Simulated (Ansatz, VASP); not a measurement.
# Al2GaSb3 in VASP and in Ansatz

```xyz
6
Lattice="4.1914 0.0000 0.0000 -2.0957 3.6298 0.0000 0.0000 0.0000 9.6943" Properties=species:S:1:pos:R:3 pbc="T T T"
Al    0.0000    2.4199    7.1342
Al    0.0000    2.4199    3.9999
Ga    0.0000    0.0000    2.6678
Sb    2.0957    1.2099    5.5603
Sb    2.0957    1.2099    1.0018
Sb    0.0000    0.0000    8.7189
```

Change from the starting cell: species swapped into the Ho2Ga3Cu type (P3m1, No. 156).

Alike in both runs: functional PBE; k mesh 12 × 12 × 4; occupations gaussian, width 0.1 eV; no spin polarisation.

Ansatz relaxed the structure, and its values are those at the end. VASP's run is a single point on that final structure, the one shown.

```csv
,VASP,Ansatz
version,VASP 6.6.1,Ansatz 0.2.0
potentials or method,"VASP PAW PBE potentials, release 64 (Al, Ga_d, Sb), cutoff 520 eV","scalar-relativistic, plane waves, PAW"
valence electrons in the cell,34,64
```

Ansatz gave:

* gap on the k mesh at the Fermi level (eV): none
* pressure (GPa): 0.0

Problem. What did VASP give for the same quantities?

Solution. gap on the k mesh at the Fermi level (eV): none; pressure (GPa): 0.1.

A gap of «none» marks a metal or a gap that the smearing closes. VASP's potentials hold 34 valence electrons a cell and Ansatz's 64, so a difference there can come from the potentials and not from the codes.

Neither program's run includes spin-orbit coupling.
